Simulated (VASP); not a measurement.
# MnO (Fm-3m) in VASP: further runs, part 2 of 3

VASP 6.6.1.

### 3 Electric field gradients, PBE, collinear spin, ferromagnetic start (volume scaled by 1.06)

INCAR reads:

```
PREC = Accurate ; ENCUT = 520
EDIFF = 1E-8 ; ISMEAR = -1
SIGMA = 0.05 ; LREAL = F
LASPH = T ; NELM = 150
ALGO = Normal ; ISIF = 2
LWAVE = F ; LCHARG = F
ISPIN = 2 ; MAGMOM = 4 0
LORBIT = 11 ; LMAXMIX = 4
GGA = PE ; LEFG = T
NBANDS = 20
```

KPOINTS reads:

```
regular mesh
0
Gamma
  14 14 14
```

POSCAR reads:

```
MnO
1.0
    0.0000000000      2.2655796914      2.2655796914
    2.2655796914      0.0000000000      2.2655796914
    2.2655796914      2.2655796914      0.0000000000
Mn O
1 1
Direct
    0.0000000000      0.0000000000      0.0000000000
    0.5000000000      0.5000000000      0.5000000000
```

Potentials or basis: VASP PAW PBE potentials, release 64 (Mn_pv, O).

Run with:

```
$ cat potpaw_PBE.64/Mn_pv/POTCAR potpaw_PBE.64/O/POTCAR > POTCAR
$ mpirun -np 1 vasp_std > vasp.out
```

OUTCAR:

```text
PREC = Accurate
   ENCUT = 520
   EDIFF = 1E-8
   ISMEAR = -1
   LREAL = F
   LASPH = T
   NELM = 150
   ISIF = 2
   ISPIN = 2
   LORBIT = 11
   GGA = PE

 ion  position               nearest neighbor table
   1  0.000  0.000  0.000-   2 2.27   2 2.27   2 2.27   2 2.27   2 2.27   2 2.27
   2  0.500  0.500  0.500-   1 2.27   1 2.27   1 2.27   1 2.27   1 2.27   1 2.27

  LATTYP: Found a face centered cubic cell.
 ALAT       =     4.5311593828

  Lattice vectors:

 A1 = (   0.0000000000,   2.2655796914,   2.2655796914)
 A2 = (   2.2655796914,   0.0000000000,   2.2655796914)
 A3 = (   2.2655796914,   2.2655796914,   0.0000000000)

Analysis of symmetry for initial positions (statically):
=====================================================================
 Subroutine PRICEL returns:
 Original cell was already a primitive cell.

 Routine SETGRP: Setting up the symmetry group for a
 face centered cubic supercell.

 Subroutine GETGRP returns: Found 48 space group operations
 (whereof 48 operations were pure point group operations)
 out of a pool of 48 trial point group operations.

The static configuration has the point symmetry O_h .

Analysis of symmetry for dynamics (positions and initial velocities):
=====================================================================
 Subroutine PRICEL returns:
 Original cell was already a primitive cell.

 Routine SETGRP: Setting up the symmetry group for a
 face centered cubic supercell.

[... 1279 lines left out ...]
     19      29.7748      0.00000
     20      32.4731      0.00000

 [... further k-points ...]
[... 5 lines left out ...]
  --------------------------------------------------------------------------------------
  -------------------------------------------------------------------------------------
  Total       -0.8397448     -0.8397448     -0.8397448      0.0000000      0.0000000      0.0000000
  in kB      -57.8482061    -57.8482061    -57.8482061      0.0000000      0.0000000      0.0000000
  external PRESSURE =     -57.8482061 kB  Pullay stress =       0.0000000 kB

 VOLUME and BASIS-vectors are now :
 -----------------------------------------------------------------------------
  energy-cutoff  :      520.00
  volume of cell :       23.26
      direct lattice vectors                 reciprocal lattice vectors
     0.000000000  2.265579691  2.265579691    -0.220694069  0.220694069  0.220694069
     2.265579691  0.000000000  2.265579691     0.220694069 -0.220694069  0.220694069
     2.265579691  2.265579691  0.000000000     0.220694069  0.220694069 -0.220694069

 POSITION                                       TOTAL-FORCE (eV/Angst)
 -----------------------------------------------------------------------------------
      0.00000      0.00000      0.00000        -0.000000     -0.000000     -0.000000
      2.26558      2.26558      2.26558         0.000000      0.000000      0.000000
 -----------------------------------------------------------------------------------
    total drift:                                0.000000     -0.000000     -0.000000

  FREE ENERGIE OF THE ION-ELECTRON SYSTEM (eV)
  ---------------------------------------------------
  free  energy   TOTEN  =       -16.3830456380 eV

  energy  without entropy=      -16.3765978765  energy(sigma->0) =      -16.37982176

 Electric field gradients (V/A^2)
---------------------------------------------------------------------
 ion       V_xx      V_yy      V_zz      V_xy      V_xz      V_yz
---------------------------------------------------------------------
   1       0.000    -0.000    -0.000     0.002     0.002     0.002
   2      -0.000     0.000     0.000     0.002     0.002     0.002
---------------------------------------------------------------------

 Electric field gradients after diagonalization (V/A^2)
 (convention: |V_zz| > |V_xx| > |V_yy|)
----------------------------------------------------------------------
 ion       V_xx      V_yy      V_zz     asymmetry (V_yy - V_xx)/ V_zz
----------------------------------------------------------------------
   1      -0.002    -0.002     0.004       0.000
   2      -0.002    -0.002     0.004       0.000
----------------------------------------------------------------------

           NMR quadrupolar parameters

 Cq : quadrupolar parameter    Cq=e*Q*V_zz/h
 eta: asymmetry parameters     (V_yy - V_xx)/ V_zz
 Q  : nuclear electric quadrupole moment in mb (millibarn)
----------------------------------------------------------------------
 ion       Cq(MHz)       eta       Q (mb)
----------------------------------------------------------------------
   1       0.000       0.000       1.000
   2       0.000       0.000       1.000
----------------------------------------------------------------------

 total charge

# of ion       s       p       d       tot
------------------------------------------
    1        0.195   6.159   4.944  11.298
    2        1.560   3.394   0.000   4.955
--------------------------------------------------
tot          1.756   9.553   4.944  16.252

 magnetization (x)

# of ion       s       p       d       tot
------------------------------------------
    1        0.036   0.025   4.364   4.425
    2        0.029   0.178   0.000   0.207
--------------------------------------------------
tot          0.064   0.203   4.364   4.632
```

OSZICAR:

```text
N       E                     dE             d eps       ncg     rms          rms(c)
DAV:   1     0.170106440606E+03    0.17011E+03   -0.10303E+04  8352   0.110E+03
DAV:   2    -0.100956108565E+02   -0.18020E+03   -0.16772E+03  8572   0.323E+02
DAV:   3    -0.186951352195E+02   -0.85995E+01   -0.85123E+01  9408   0.766E+01
DAV:   4    -0.187605479950E+02   -0.65413E-01   -0.65399E-01  9496   0.690E+00
DAV:   5    -0.187611535383E+02   -0.60554E-03   -0.60554E-03  9360   0.665E-01    0.133E+01
DAV:   6    -0.167337415194E+02    0.20274E+01   -0.10780E+01 11320   0.345E+01    0.133E+01
DAV:   7    -0.163957885612E+02    0.33795E+00   -0.14314E+00  9428   0.166E+01    0.757E+00
DAV:   8    -0.163949520161E+02    0.83655E-03   -0.13853E-01  9192   0.273E+00    0.454E+00
DAV:   9    -0.163813619049E+02    0.13590E-01   -0.47008E-02  8664   0.225E+00    0.115E+00
DAV:  10    -0.163826328167E+02   -0.12709E-02   -0.79071E-03  9104   0.101E+00    0.231E-01
DAV:  11    -0.163829283498E+02   -0.29553E-03   -0.14037E-03  9512   0.342E-01    0.132E-01
DAV:  12    -0.163830227225E+02   -0.94373E-04   -0.78690E-05  9220   0.115E-01    0.392E-02
DAV:  13    -0.163830362805E+02   -0.13558E-04   -0.15911E-05  9420   0.353E-02    0.327E-02
DAV:  14    -0.163830459439E+02   -0.96634E-05   -0.70639E-06  9172   0.215E-02    0.787E-03
DAV:  15    -0.163830457088E+02    0.23508E-06   -0.53362E-07  9612   0.664E-03    0.294E-03
DAV:  16    -0.163830456626E+02    0.46197E-07   -0.67867E-08  9100   0.211E-03    0.206E-03
DAV:  17    -0.163830456419E+02    0.20721E-07   -0.29667E-08  9156   0.180E-03    0.599E-04
DAV:  18    -0.163830456380E+02    0.38540E-08   -0.42726E-09  6064   0.648E-04
   1 F= -.16383046E+02 E0= -.16379822E+02  d E =-.644776E-02  mag=     4.8922
```

stdout:

```text
POSCAR found type information on POSCAR MnO
 POSCAR found :  2 types and       2 ions
 scaLAPACK will be used
 LDA part: xc-table for (Slater+PW92), standard interpolation
 POSCAR, INCAR and KPOINTS ok, starting setup
 FFT: planning ... GRIDC
 FFT: planning ... GRID_SOFT
 FFT: planning ... GRID
 WAVECAR not read
 entering main loop
ion   1

ion   2
```

It took 67 s on 1 thread of Intel Xeon 6975P-C, shared host; peak memory 0.2 GiB.

Results:

| Property | Result |
| --- | --- |
| Free energy | -16.3830 eV |
| Pressure | -5.8 GPa |
| Net moment | 4.89 μB per cell |
| Site moments | Mn +4.42; O +0.21 μB |
| Valence electrons inside the program's atomic spheres | Mn 11.30; O 4.96 |

Caveat: without QUAD_EFG the Cq values of the log hold for a quadrupole moment of 1 mb, not for the nuclei; a cell with one magnetic atom can't hold antiferromagnetic order, which such compounds often take; semilocal functionals often make such compounds metallic where correlation or magnetic order opens a gap, which also shifts bond lengths.

### 4 Electric field gradients, PBE, collinear spin, ferromagnetic start (volume scaled by 0.9405)

INCAR reads:

```
SYSTEM = MnO
PREC     = Accurate       ! precision mode
ENCUT    = 520            ! plane-wave cutoff, eV
EDIFF    = 1E-8           ! SCF threshold, eV
ISMEAR   = -1             ! smearing method
SIGMA    = 0.05           ! smearing width, eV
LREAL    = .False.        ! projectors in reciprocal space
LASPH    = .True.         ! aspherical terms in the spheres
NELM     = 150            ! most SCF steps
ALGO     = Normal         ! electronic algorithm
ISIF     = 2              ! what is computed and relaxed
LWAVE    = .False.        ! write WAVECAR
LCHARG   = .False.        ! write CHGCAR
ISPIN    = 2              ! spin polarisation
MAGMOM   = 4 0            ! initial moments
LORBIT   = 11             ! projections on sites
LMAXMIX  = 4              ! l up to which the mixer works
GGA      = PE             ! functional
LEFG     = .True.       
NBANDS   = 20             ! bands
```

KPOINTS reads:

```
Automatic mesh
0
Gamma
  14 14 14
  0 0 0
```

POSCAR reads:

```
MnO
1.0
    0.0000000000      2.1770261943      2.1770261943
    2.1770261943      0.0000000000      2.1770261943
    2.1770261943      2.1770261943      0.0000000000
Mn O
1 1
Direct
    0.0000000000      0.0000000000      0.0000000000
    0.5000000000      0.5000000000      0.5000000000
```

Potentials or basis: VASP PAW PBE potentials, release 64 (Mn_pv, O).

Run with:

```
$ cat potpaw_PBE.64/Mn_pv/POTCAR potpaw_PBE.64/O/POTCAR > POTCAR
$ mpirun -np 1 vasp_std > vasp.out
```

OUTCAR:

```text
SYSTEM = MnO
   PREC = Accurate
   ENCUT = 520
   EDIFF = 1E-8
   ISMEAR = -1
   LREAL = .False.
   LASPH = .True.
   NELM = 150
   ISIF = 2
   ISPIN = 2
   LORBIT = 11
   GGA = PE

 ion  position               nearest neighbor table
   1  0.000  0.000  0.000-   2 2.18   2 2.18   2 2.18   2 2.18   2 2.18   2 2.18
   2  0.500  0.500  0.500-   1 2.18   1 2.18   1 2.18   1 2.18   1 2.18   1 2.18

  LATTYP: Found a face centered cubic cell.
 ALAT       =     4.3540523886

  Lattice vectors:

 A1 = (   0.0000000000,   2.1770261943,   2.1770261943)
 A2 = (   2.1770261943,   0.0000000000,   2.1770261943)
 A3 = (   2.1770261943,   2.1770261943,   0.0000000000)

Analysis of symmetry for initial positions (statically):
=====================================================================
 Subroutine PRICEL returns:
 Original cell was already a primitive cell.

 Routine SETGRP: Setting up the symmetry group for a
 face centered cubic supercell.

 Subroutine GETGRP returns: Found 48 space group operations
 (whereof 48 operations were pure point group operations)
 out of a pool of 48 trial point group operations.

The static configuration has the point symmetry O_h .

Analysis of symmetry for dynamics (positions and initial velocities):
=====================================================================
 Subroutine PRICEL returns:
 Original cell was already a primitive cell.

 Routine SETGRP: Setting up the symmetry group for a
 face centered cubic supercell.

 Subroutine GETGRP returns: Found 48 space group operations
 (whereof 48 operations were pure point group operations)
 out of a pool of 48 trial point group operations.

The dynamic configuration has the point symmetry O_h .

Analysis of structural, dynamic, and magnetic symmetry:
=====================================================================
 Subroutine PRICEL returns:
 Original cell was already a primitive cell.

 Routine SETGRP: Setting up the symmetry group for a
 face centered cubic supercell.

 Subroutine GETGRP returns: Found 48 space group operations
 (whereof 48 operations were pure point group operations)
 out of a pool of 48 trial point group operations.

The overall configuration has the point symmetry O_h .

 Subroutine INISYM returns: Found 48 space group operations
 (whereof 48 operations are pure point group operations),
 and found     1 'primitive' translations

----------------------------------------------------------------------------------------

                                     Primitive cell

  volume of cell :      20.6358

  direct lattice vectors                    reciprocal lattice vectors
     0.000000000  2.177026194  2.177026194    -0.229671100  0.229671100  0.229671100
     2.177026194  0.000000000  2.177026194     0.229671100 -0.229671100  0.229671100
     2.177026194  2.177026194  0.000000000     0.229671100  0.229671100 -0.229671100

  length of vectors
     3.078779970  3.078779970  3.078779970     0.397802014  0.397802014  0.397802014

  position of ions in fractional coordinates (direct lattice)
     0.000000000  0.000000000  0.000000000
     0.500000000  0.500000000  0.500000000
[... 102 lines left out ...]
   GGA     = PE    functional components
   LHFCALC =     F    Hartree Fock is set to
   AEXX    =    0.0000 exact exchange contribution
   IVDW    =     0    specifies the selected vdW correction
   LEPSILON=     F    determine dielectric tensor
   LRPA    =     F    only Hartree local field effects (RPA)
 spin polarized calculation
  energy-cutoff  :      520.00
  volume of cell :       20.64
 maximum number of plane-waves:       568
   NGX = 11   NGY = 11   NGZ = 11

 number of electron      19.0000009 magnetization       4.5813660

 Free energy of the ion-electron system (eV)
  ---------------------------------------------------
  ext. energy  EPLUGINS =         0.00000000
  ---------------------------------------------------
  free energy    TOTEN  =       -16.37564801 eV

  energy without entropy =      -16.36739541  energy(sigma->0) =      -16.37152171

 E-fermi :   8.3826     XC(G=0): -12.2302

 val. band max:        8.3704497941   @ k =  -0.4286   0.0714   0.0000
 cond. band min:       8.3960227209   @ k =  -0.2143   0.2143   0.0714
 fundamental gap:      0.0255729268
 Fermi energy:         8.3826078215

 spin component 1

 k-point     1 :       0.0000    0.0000    0.0000
  band No.  band energies     occupation
      1     -41.9950      1.00000
      2     -41.9950      1.00000
      3     -41.9950      1.00000
      4     -12.5051      1.00000
      5       4.2687      1.00000
      6       4.2687      1.00000
[... 541 lines left out ...]
     19      31.3833      0.00000
     20      34.3655      0.00000

 [... further k-points ...]

 spin component 2

 k-point     1 :       0.0000    0.0000    0.0000
  band No.  band energies     occupation
      1     -37.4862      1.00000
      2     -37.4862      1.00000
      3     -37.4862      1.00000
      4     -12.0788      1.00000
      5       4.6387      1.00000
      6       4.6387      1.00000
[... 541 lines left out ...]
     19      32.7969      0.00000
     20      35.8499      0.00000

 [... further k-points ...]
[... 5 lines left out ...]
  --------------------------------------------------------------------------------------
  -------------------------------------------------------------------------------------
  Total        0.9416478      0.9416478      0.9416478      0.0000000      0.0000000     -0.0000000
  in kB       73.1102223     73.1102223     73.1102223      0.0000000      0.0000000     -0.0000000
  external PRESSURE =      73.1102223 kB  Pullay stress =       0.0000000 kB

 VOLUME and BASIS-vectors are now :
 -----------------------------------------------------------------------------
  energy-cutoff  :      520.00
  volume of cell :       20.64
      direct lattice vectors                 reciprocal lattice vectors
     0.000000000  2.177026194  2.177026194    -0.229671100  0.229671100  0.229671100
     2.177026194  0.000000000  2.177026194     0.229671100 -0.229671100  0.229671100
     2.177026194  2.177026194  0.000000000     0.229671100  0.229671100 -0.229671100

 POSITION                                       TOTAL-FORCE (eV/Angst)
 -----------------------------------------------------------------------------------
      0.00000      0.00000      0.00000         0.000000     -0.000000      0.000000
      2.17703      2.17703      2.17703         0.000000      0.000000      0.000000
 -----------------------------------------------------------------------------------
    total drift:                                0.000000     -0.000000     -0.000000

  FREE ENERGIE OF THE ION-ELECTRON SYSTEM (eV)
  ---------------------------------------------------
  free  energy   TOTEN  =       -16.3756480145 eV

  energy  without entropy=      -16.3673954074  energy(sigma->0) =      -16.37152171

 Electric field gradients (V/A^2)
---------------------------------------------------------------------
 ion       V_xx      V_yy      V_zz      V_xy      V_xz      V_yz
---------------------------------------------------------------------
   1      -0.000    -0.000     0.000     0.003     0.003     0.003
   2      -0.000     0.000    -0.000    -0.002    -0.002    -0.002
---------------------------------------------------------------------

 Electric field gradients after diagonalization (V/A^2)
 (convention: |V_zz| > |V_xx| > |V_yy|)
----------------------------------------------------------------------
 ion       V_xx      V_yy      V_zz     asymmetry (V_yy - V_xx)/ V_zz
----------------------------------------------------------------------
   1      -0.003    -0.003     0.005       0.000
   2       0.002     0.002    -0.003       0.000
----------------------------------------------------------------------

           NMR quadrupolar parameters

 Cq : quadrupolar parameter    Cq=e*Q*V_zz/h
 eta: asymmetry parameters     (V_yy - V_xx)/ V_zz
 Q  : nuclear electric quadrupole moment in mb (millibarn)
----------------------------------------------------------------------
 ion       Cq(MHz)       eta       Q (mb)
----------------------------------------------------------------------
   1       0.000       0.000       1.000
   2      -0.000       0.000       1.000
----------------------------------------------------------------------

 total charge

# of ion       s       p       d       tot
------------------------------------------
    1        0.212   6.197   5.016  11.425
    2        1.562   3.436   0.000   4.999
--------------------------------------------------
tot          1.775   9.633   5.016  16.424

 magnetization (x)

# of ion       s       p       d       tot
------------------------------------------
    1        0.033   0.026   4.127   4.186
    2        0.031   0.157   0.000   0.189
--------------------------------------------------
tot          0.064   0.184   4.127   4.374
```

Wall time 33 s (1 thread of Intel Xeon 6975P-C (Granite Rapids), shared host); peak memory 0.19 GiB.

What came out:

```
Free energy                                           : -16.3756 eV
Pressure                                              : 7.3 GPa
Net moment                                            : 4.58 μB per cell
Site moments                                          : Mn +4.19; O +0.19 μB
Valence electrons inside the program's atomic spheres : Mn 11.43; O 5.00
```

Levels at points of the mesh, in eV from the Fermi level:
Spin up:
```
           k point  band 9  band 10  band 11  band 12  band 13  band 14  band 15  band 16
(0.00, 0.00, 0.00)   -3.32    -3.32    -2.74    -2.74    -0.28    14.12    16.82    16.82
(0.50, 0.00, 0.00)   -2.31    -1.86     0.34     0.34     3.58     8.23    12.28    12.28
(0.50, 0.50, 0.00)   -2.26    -2.00    -2.00    -1.81     5.45     8.11    10.73    14.30
```
Spin down:
| k point | band 5 | band 6 | band 7 | band 8 | band 9 | band 10 |
| --- | --- | --- | --- | --- | --- | --- |
| (0.00, 0.00, 0.00) | -3.74 | -3.74 | -3.74 | 0.48 | 0.48 | 0.48 |
| (0.50, 0.00, 0.00) | -7.99 | -5.37 | -5.37 | 1.80 | 1.83 | 1.83 |
| (0.50, 0.50, 0.00) | -6.97 | -4.77 | -4.77 | -1.25 | 1.82 | 2.14 |

Caveat: without QUAD_EFG the Cq values of the log hold for a quadrupole moment of 1 mb, not for the nuclei; a cell with one magnetic atom can't hold antiferromagnetic order, which such compounds often take; semilocal functionals often make such compounds metallic where correlation or magnetic order opens a gap, which also shifts bond lengths.

[end of part 2 of 3]
